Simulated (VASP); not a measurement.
# Re (P6_3/mmc) in VASP: notebook

Aim: see how the results for Re move with the level of theory and the settings. Levels: revPBE+D3(BJ), LDA, RPBE. Tasks: single point.

Everything below comes from runs of VASP 6.6.1. Logs are shortened: lines on timing, memory, paths and dates and some standing lists are left out, and cuts for length are marked.

## 1. The cell of the first run

The structure is hexagonal, space group P6_3/mmc (No. 194). Conventional cell: a = 2.749 Å, b = 2.749 Å, c = 4.444 Å, α = 90.00°, β = 90.00°, γ = 120.00°. Within 3.6 Å of Re (site symmetry -6m2) lie 12 Re at 2.73 to 2.75 Å.

## 2. Single point, revPBE+D3(BJ)

File INCAR:

```
  PREC = Accurate
  ENCUT = 520
  EDIFF = 1E-6
  ISMEAR = -1
  SIGMA = 0.05
  LREAL = False
  LASPH = True
  NELM = 80
  ALGO = Normal
  ISIF = 2
  LWAVE = False
  LCHARG = True
  GGA = RE
  IVDW = 12
  LELF = True
  LVHAR = True
  NBANDS = 14
```

File KPOINTS:

```
regular mesh
0
Gamma
  11 11 6
```

File POSCAR:

```
Re
1.0
    2.7488541614      0.0000000000      0.0000000000
   -1.3744270807      2.3805775350      0.0000000000
    0.0000000000      0.0000000000      4.4437638722
Re
2
Direct
    0.6666666667      0.3333333333      0.7500000000
    0.3333333333      0.6666666667      0.2500000000
```

Potentials or basis: VASP PAW PBE potentials, release 64 (Re).

On the command line:

```bash
$ cat potpaw_PBE.64/Re/POTCAR > POTCAR
$ mpirun -np 1 vasp_std > vasp.out
```

OUTCAR:

```text
PREC = Accurate
   ENCUT = 520
   EDIFF = 1E-6
   ISMEAR = -1
   LREAL = False
   LASPH = True
   NELM = 80
   ISIF = 2
   GGA = RE
   IVDW = 12
 IVDW          = 12

 ion  position               nearest neighbor table
   1  0.667  0.333  0.750-   2 2.73   2 2.73   2 2.73   2 2.73   2 2.73   2 2.73
   2  0.333  0.667  0.250-   1 2.73   1 2.73   1 2.73   1 2.73   1 2.73   1 2.73

  LATTYP: Found a hexagonal cell.
 ALAT       =     2.7488541614
 C/A-ratio  =     1.6165877167

  Lattice vectors:

 A1 = (   2.7488541614,   0.0000000000,   0.0000000000)
 A2 = (  -1.3744270807,   2.3805775350,   0.0000000000)
 A3 = (   0.0000000000,   0.0000000000,   4.4437638722)

Analysis of symmetry for initial positions (statically):
=====================================================================
 Subroutine PRICEL returns:
 Original cell was already a primitive cell.

 Routine SETGRP: Setting up the symmetry group for a
 hexagonal supercell.

 Subroutine GETGRP returns: Found 24 space group operations
 (whereof 12 operations were pure point group operations)
 out of a pool of 24 trial point group operations.

The static configuration has the point symmetry D_3d.
 The point group associated with its full space group is D_6h.

Analysis of symmetry for dynamics (positions and initial velocities):
=====================================================================
 Subroutine PRICEL returns:
 Original cell was already a primitive cell.

 Routine SETGRP: Setting up the symmetry group for a
 hexagonal supercell.

 Subroutine GETGRP returns: Found 24 space group operations
 (whereof 12 operations were pure point group operations)
 out of a pool of 24 trial point group operations.

The dynamic configuration has the point symmetry D_3d.
 The point group associated with its full space group is D_6h.

 Subroutine INISYM returns: Found 24 space group operations
 (whereof 12 operations are pure point group operations),
 and found     1 'primitive' translations

----------------------------------------------------------------------------------------

                                     Primitive cell

  volume of cell :      29.0794

  direct lattice vectors                    reciprocal lattice vectors
     2.748854161  0.000000000  0.000000000     0.363787943  0.210033067  0.000000000
    -1.374427081  2.380577535  0.000000000     0.000000000  0.420066133  0.000000000
     0.000000000  0.000000000  4.443763872     0.000000000  0.000000000  0.225034459

  length of vectors
     2.748854161  2.748854161  4.443763872     0.420066133  0.420066133  0.225034459

  position of ions in fractional coordinates (direct lattice)
     0.666666667  0.333333333  0.750000000
     0.333333333  0.666666667  0.250000000

  ion indices of the primitive-cell ions
   primitive index   ion index
                 1           1
                 2           2

----------------------------------------------------------------------------------------

 KPOINTS: regular mesh

Automatic generation of k-mesh.
 Grid dimensions read from file:
 generate k-points for:   11   11    6

 Generating k-lattice:

  Cartesian coordinates                     Fractional coordinates (reciprocal lattice)
     0.033071631  0.019093915  0.000000000     0.090909091  0.000000000  0.000000000
     0.000000000  0.038187830  0.000000000     0.000000000  0.090909091  0.000000000
     0.000000000  0.000000000  0.037505743     0.000000000  0.000000000  0.166666667

  Length of vectors
     0.038187830  0.038187830  0.037505743

  Shift w.r.t. Gamma in fractional coordinates (k-lattice)
     0.000000000  0.000000000  0.000000000

 Subroutine IBZKPT returns following result:
 ===========================================

 Found     64 irreducible k-points:

 Following reciprocal coordinates:
            Coordinates               Weight
  0.000000  0.000000  0.000000      1.000000
  0.090909  0.000000  0.000000      6.000000
  0.181818  0.000000  0.000000      6.000000
  0.272727  0.000000  0.000000      6.000000
  0.363636  0.000000  0.000000      6.000000
  0.454545  0.000000  0.000000      6.000000
[... 16 lines left out ...]
  0.090909  0.090909  0.166667     12.000000
  0.181818  0.090909  0.166667     24.000000
 [... further k-points ...]
   k-points           NKPTS =     64   k-points in BZ     NKDIM =     64   number of bands    NBANDS=     14
   number of dos      NEDOS =    301   number of ions     NIONS =      2
   total plane-waves  NPLWV =  14400
   dimension x,y,z NGX =    20 NGY =   20 NGZ =   36
   dimension x,y,z NGXF=    40 NGYF=   40 NGZF=   72
   ions per type =               2
   NGX,Y,Z   is equivalent  to a cutoff of  12.10, 12.10, 13.47 a.u.
   NGXF,Y,Z  is equivalent  to a cutoff of  24.19, 24.19, 26.94 a.u.
 SYSTEM =  unknown system
   PREC   = accura    normal or accurate (medium, high low for compatibility)
   ISTART =      0    job   : 0-new  1-cont  2-samecut
   ICHARG =      2    charge: 1-file 2-atom 10-const
   ISPIN  =      1    spin polarized calculation?
   LNONCOLLINEAR =      F non collinear calculations
   LSORBIT =      F    spin-orbit coupling
   LASPH  =      T    aspherical Exc in radial PAW
   ENCUT  =  520.0 eV  38.22 Ry    6.18 a.u.   5.11  5.11  8.26*2*pi/ulx,y,z
   NELM   =     80;   NELMIN=  2; NELMDL= -5     # of ELM steps
   EDIFF  = 0.1E-05   stopping-criterion for ELM
   LREAL  =      F    real-space projection
   EDIFFG = 0.1E-04   stopping-criterion for IOM
   NSW    =      0    number of steps for IOM
   IBRION =     -1    ionic relax: 0-MD 1-quasi-New 2-CG
   NFREE  =      0    steps in history (QN), initial steepest desc. (CG)
   ISIF   =      2    stress and relaxation
   ISYM   =      2    0-nonsym 1-usesym 2-fastsym
   POTIM  = 0.5000    time-step for ionic-motion
   TEBEG  =    0.0;   TEEND  =   0.0 temperature during run
   PSTRESS=    0.0 pullay stress
   NELECT =      14.0000    total number of electrons
   NUPDOWN=      -1.0000    fix difference up-down
   EMIN   =  10.00;   EMAX   =-10.00  energy-range for DOS
   EFERMI =   0.00;   METHOD = LEGACY
   ISMEAR =    -1;   SIGMA  =   0.05  broadening in eV -4-tet -1-fermi 0-gaus
   EFERMI_NEDOS =   21; number of points for ismear=-14 and -15
   IALGO  =     38    algorithm
   IMIX   =      4    mixing-type and parameters
     AMIX     =   0.40;   BMIX     =  1.00
     AMIX_MAG =   1.60;   BMIX_MAG =  1.00
  volume/ion in A,a.u.               =      14.54        98.12
  Fermi-wavevector in a.u.,A,eV,Ry     =   1.283086  2.424681 22.399411  1.646310
  Thomas-Fermi vector in A             =   2.415360
   LORBIT       =      0    0 simple, 1 ext, 2 COOP (PROOUT), +10 PAW based schemes
   GGA     = RE    functional components
   LHFCALC =     F    Hartree Fock is set to
   AEXX    =    0.0000 exact exchange contribution
   IVDW    =    12    specifies the selected vdW correction
   LEPSILON=     F    determine dielectric tensor
   LRPA    =     F    only Hartree local field effects (RPA)
 non-spin polarized calculation
  energy-cutoff  :      520.00
  volume of cell :       29.08
 maximum number of plane-waves:       793
   NGX = 11   NGY = 11   NGZ = 17

 number of electron      14.0000001 magnetization

 Free energy of the ion-electron system (eV)
  ---------------------------------------------------
  ext. energy  EPLUGINS =         0.00000000
  ---------------------------------------------------
  free energy    TOTEN  =       -23.84363339 eV

  energy without entropy =      -23.83001879  energy(sigma->0) =      -23.83682609

 E-fermi :   8.0999     XC(G=0): -13.7782

 val. band max:        8.0813091690   @ k =   0.1818   0.0000   0.1667
 cond. band min:       8.1476708397   @ k =   0.3636   0.1818   0.3333
 fundamental gap:      0.0663616707
 Fermi energy:         8.0999264378

 k-point     1 :       0.0000    0.0000    0.0000
  band No.  band energies     occupation
      1      -1.8553      2.00000
      2       1.3802      2.00000
      3       6.4701      2.00000
      4       6.4834      2.00000
      5       6.4834      2.00000
      6       7.3330      2.00000
      7       7.3330      2.00000
      8       8.2897      0.04394
      9       8.2897      0.04394
     10       8.7061      0.00001
     11      11.5082      0.00000
     12      11.5082      0.00000
     13      18.2668      0.00000
     14      22.2272      0.00000

 k-point     2 :       0.0909    0.0000    0.0000
  band No.  band energies     occupation
      1      -1.5147      2.00000
      2       1.6973      2.00000
      3       5.8344      2.00000
      4       6.7978      2.00000
      5       6.9739      2.00000
      6       7.1410      2.00000
      7       7.4547      2.00000
      8       7.6302      1.99983
      9       8.0331      1.58375
     10       8.2291      0.14036
     11      11.6800      0.00000
     12      12.8378      0.00000
     13      18.2452      0.00000
     14      22.9785      0.00000

 k-point     3 :       0.1818    0.0000    0.0000
  band No.  band energies     occupation
      1      -0.5766      2.00000
      2       2.4463      2.00000
      3       5.1562      2.00000
      4       5.7876      2.00000
      5       6.5198      2.00000
      6       7.4641      1.99999
      7       7.7107      1.99917
      8       7.7971      1.99532
      9       7.8316      1.99070
     10       8.4856      0.00089
     11      12.0150      0.00000
     12      15.0662      0.00000
     13      18.0340      0.00000
     14      24.4833      0.00000
[... 324 lines left out ...]
 k-point    23 :       0.0909    0.0909    0.1667
  band No.  band energies     occupation
      1      -0.5717      2.00000
      2       2.3130      2.00000
      3       5.3280      2.00000
      4       5.5587      2.00000
      5       6.4902      2.00000
      6       7.0215      2.00000
      7       7.2403      2.00000
      8       7.8266      1.99159
      9       8.5795      0.00014
     10       8.6174      0.00006
     11      11.7786      0.00000
     12      13.5864      0.00000
     13      19.5180      0.00000
     14      23.6758      0.00000

 k-point    24 :       0.1818    0.0909    0.1667
  band No.  band energies     occupation
      1       0.4903      2.00000
      2       3.1079      2.00000
      3       4.4735      2.00000
      4       4.8213      2.00000
      5       6.1068      2.00000
      6       6.8099      2.00000
      7       7.4348      2.00000
      8       8.3880      0.00627
      9       9.1178      0.00000
     10       9.5143      0.00000
     11      11.9151      0.00000
     12      15.0183      0.00000
     13      19.4171      0.00000
     14      24.1795      0.00000

 [... further k-points ...]

------------------------ aborting loop because EDIFF is reached ----------------------------------------

 Edisp (eV)   -2.40827

 E8    (eV) :    -1.7914

  FORCE on cell =-STRESS in cart. coord.  units (eV):
  Direction    XX          YY          ZZ          XY          YZ          ZX
  --------------------------------------------------------------------------------------
  -------------------------------------------------------------------------------------
  Total      -0.06665    -0.06665    -0.10301     0.00000     0.00000     0.00000
  in kB      -3.67215    -3.67215    -5.67557     0.00000     0.00000     0.00000
  external pressure =       -4.34 kB  Pullay stress =        0.00 kB

 VOLUME and BASIS-vectors are now :
 -----------------------------------------------------------------------------
  energy-cutoff  :      520.00
  volume of cell :       29.08
      direct lattice vectors                 reciprocal lattice vectors
     2.748854161  0.000000000  0.000000000     0.363787943  0.210033067  0.000000000
    -1.374427081  2.380577535  0.000000000     0.000000000  0.420066133  0.000000000
     0.000000000  0.000000000  4.443763872     0.000000000  0.000000000  0.225034459

 POSITION                                       TOTAL-FORCE (eV/Angst)
 -----------------------------------------------------------------------------------
      1.37443      0.79353      3.33282        -0.000000      0.000000      0.000000
     -0.00000      1.58705      1.11094         0.000000     -0.000000      0.000000
 -----------------------------------------------------------------------------------
    total drift:                               -0.000000      0.000000     -0.000000

  FREE ENERGIE OF THE ION-ELECTRON SYSTEM (eV)
  ---------------------------------------------------
  free  energy   TOTEN  =       -26.2518988420 eV

  energy  without entropy=      -26.2382842421  energy(sigma->0) =      -26.24509154
```

It took 27 s on 1 thread of AMD EPYC 7R43 (Zen 3), shared host; peak memory 0.13 GiB.

What came out:

| Item | Value |
| --- | --- |
| Free energy | -26.2519 eV |
| Pressure | -0.4 GPa |
| Band gap on the k mesh | zero (band 7 reaches 9.46 eV, above the bottom of band 8 at 6.35 eV) |
| Dispersion energy per atom | -1.204 eV |

Caveat: the PAW data sets were made with another functional, which shifts forces and pressure a little; spin-orbit coupling is left out, which moves the levels of the heavy elements; pairwise dispersion overbinds metals, which lowers pressure and volume.

## 3. Single point, LDA

This run uses another cell than the first one, of 14.71 Å³/atom, 1.012 times its volume.

File INCAR:

```
PREC = Accurate ; ENCUT = 520
EDIFF = 1E-6 ; ISMEAR = -1
SIGMA = 0.05 ; LREAL = False
LASPH = True ; NELM = 60
ALGO = Fast ; ISIF = 2
LWAVE = False ; LCHARG = False
GGA = CA ; NBANDS = 14
```

KPOINTS is that of step 2.

File POSCAR:

```
Re
1.0
    2.7608000000      0.0000000000      0.0000000000
   -1.3804000000      2.3909229348      0.0000000000
    0.0000000000      0.0000000000      4.4582000000
Re
2
Direct
    0.6666666667      0.3333333333      0.7500000000
    0.3333333333      0.6666666667      0.2500000000
```

Potentials or basis: VASP PAW LDA potentials, release 64 (Re).

On the command line:

```bash
$ cat potpaw_LDA.64/Re/POTCAR > POTCAR
$ mpirun -np 1 vasp_std > vasp.out
```

OUTCAR:

```text
PREC = Accurate
   ENCUT = 520
   EDIFF = 1E-6
   ISMEAR = -1
   LREAL = False
   LASPH = True
   NELM = 60
   ISIF = 2
   GGA = CA

 ion  position               nearest neighbor table
   1  0.667  0.333  0.750-   2 2.74   2 2.74   2 2.74   2 2.74   2 2.74   2 2.74
   2  0.333  0.667  0.250-   1 2.74   1 2.74   1 2.74   1 2.74   1 2.74   1 2.74

  LATTYP: Found a hexagonal cell.
 ALAT       =     2.7608000000
 C/A-ratio  =     1.6148217908

  Lattice vectors:

[... 596 lines left out ...]
 [... further k-points ...]

------------------------ aborting loop because EDIFF is reached ----------------------------------------

  FORCE on cell =-STRESS in cart. coord.  units (eV):
  Direction    XX          YY          ZZ          XY          YZ          ZX
  --------------------------------------------------------------------------------------
  -------------------------------------------------------------------------------------
  Total       -1.6099626     -1.6099626     -1.7095276      0.0000000      0.0000000      0.0000000
  in kB      -87.6529019    -87.6529019    -93.0736262      0.0000000      0.0000000      0.0000000
  external PRESSURE =     -89.4598100 kB  Pullay stress =       0.0000000 kB

 VOLUME and BASIS-vectors are now :
 -----------------------------------------------------------------------------
  energy-cutoff  :      520.00
  volume of cell :       29.43
      direct lattice vectors                 reciprocal lattice vectors
     2.760800000  0.000000000  0.000000000     0.362213851  0.209124264  0.000000000
    -1.380400000  2.390922935  0.000000000     0.000000000  0.418248529  0.000000000
     0.000000000  0.000000000  4.458200000     0.000000000  0.000000000  0.224305774

 POSITION                                       TOTAL-FORCE (eV/Angst)
 -----------------------------------------------------------------------------------
      1.38040      0.79697      3.34365         0.000000     -0.000000      0.000000
     -0.00000      1.59395      1.11455        -0.000000      0.000000      0.000000
 -----------------------------------------------------------------------------------
    total drift:                               -0.000000      0.000000     -0.000000

  FREE ENERGIE OF THE ION-ELECTRON SYSTEM (eV)
  ---------------------------------------------------
  free  energy   TOTEN  =       -27.5136270396 eV

  energy  without entropy=      -27.5003067646  energy(sigma->0) =      -27.50696690
```

stdout:

```text
POSCAR found type information on POSCAR Re
 POSCAR found :  1 types and       2 ions
 scaLAPACK will be used
 LDA part: xc-table for (Slater(with rela. corr.)+CA(PZ))
 , standard interpolation
 POSCAR, INCAR and KPOINTS ok, starting setup
 FFT: planning ... GRIDC
 FFT: planning ... GRID_SOFT
 FFT: planning ... GRID
 WAVECAR not read
 entering main loop
```

It took 28 s on 1 thread of AMD EPYC 7R43 (Zen 3), shared host; peak memory 0.12 GiB.

What came out:

- Free energy: -27.5136 eV
- Pressure: -8.9 GPa
- Band gap on the k mesh: zero (band 7 reaches 9.30 eV, above the bottom of band 8 at 6.11 eV)

Stress tensor (GPa, compression positive):
```
-8.77  0.00  0.00
 0.00 -8.77  0.00
 0.00  0.00 -9.31
```

Caveat: spin-orbit coupling is left out, which moves the levels of the heavy elements.

## 4. Single point, RPBE

This run uses another cell than the first one, of 15.11 Å³/atom, 1.039 times its volume.

File INCAR:

```
SYSTEM = Re
PREC = Accurate ; ENCUT = 520
EDIFF = 1E-6 ; ISMEAR = -1
SIGMA = 0.05 ; LREAL = .False.
LASPH = .True. ; NELM = 100
ALGO = Normal ; ISIF = 2
LWAVE = .False. ; LCHARG = .False.
GGA = RP ; NBANDS = 14
```

File KPOINTS:

```
Automatic mesh
0
Gamma
  11 11 6
  0 0 0
```

File POSCAR:

```
Re
1.0
    2.7841509881      0.0000000000      0.0000000000
   -1.3920754941      2.4111454837      0.0000000000
    0.0000000000      0.0000000000      4.5019255819
Re
2
Direct
    0.6666666667      0.3333333333      0.7500000000
    0.3333333333      0.6666666667      0.2500000000
```

Potentials or basis: VASP PAW PBE potentials, release 64 (Re).

On the command line:

```bash
$ cat potpaw_PBE.64/Re/POTCAR > POTCAR
$ mpirun -np 1 vasp_std > vasp.out
```

Run time: 28 s. Hardware: 1 thread of AMD EPYC 7R43 (Zen 3), shared host; peak memory 0.13 GiB.

It converged, with:

```yaml
Free_energy: -23.6400 eV
Pressure: -0.7 GPa
Band_gap_on_the_k_mesh: zero (band 7 reaches 8.90 eV, above the bottom of band 8 at 6.01 eV)
```

Stress tensor (GPa, compression positive):
```
-0.65  0.00  0.00
 0.00 -0.65  0.00
 0.00  0.00 -0.86
```

Levels at points of the mesh, in eV from the Fermi level:
```csv
k point,band 3,band 4,band 5,band 6,band 7,band 8,band 9,band 10,band 11,band 12
"(0.00, 0.00, 0.00)",-1.53,-1.51,-1.51,-0.71,-0.71,0.19,0.19,0.53,3.23,3.23
"(0.00, 0.00, 0.50)",-2.32,-2.32,-1.63,-1.63,-1.63,-1.63,2.44,2.44,2.44,2.44
```

Caveat: the PAW data sets were made with another functional, which shifts forces and pressure a little; spin-orbit coupling is left out, which moves the levels of the heavy elements.

## 5. Summary

| level | potentials or basis | cell | gap on the mesh (eV) | pressure (GPa) |
| --- | --- | --- | --- | --- |
| revPBE+D3(BJ) | VASP PAW PBE potentials, release 64 (Re) | a = 2.749, b = 2.749, c = 4.444 Å, angles 90.0, 90.0, 120.0°, 2 atoms | none | -0.4 |
| LDA | VASP PAW LDA potentials, release 64 (Re) | a = 2.761, b = 2.761, c = 4.458 Å, angles 90.0, 90.0, 120.0°, 2 atoms | none | -8.9 |
| RPBE | VASP PAW PBE potentials, release 64 (Re) | a = 2.784, b = 2.784, c = 4.502 Å, angles 90.0, 90.0, 120.0°, 2 atoms | none | -0.7 |

Alike in all rows: task single point; no spin polarisation; k mesh 11 × 11 × 6; cutoff (eV) 520; smearing fermi-dirac 0.05 eV.

Caveats: spin-orbit coupling is left out, which moves the levels of the heavy elements; the PAW data sets were made with another functional, which shifts forces and pressure a little (some runs); pairwise dispersion overbinds metals, which lowers pressure and volume (some runs).

Total energies depend on the potentials used, so only differences within one code and one set of settings carry meaning.
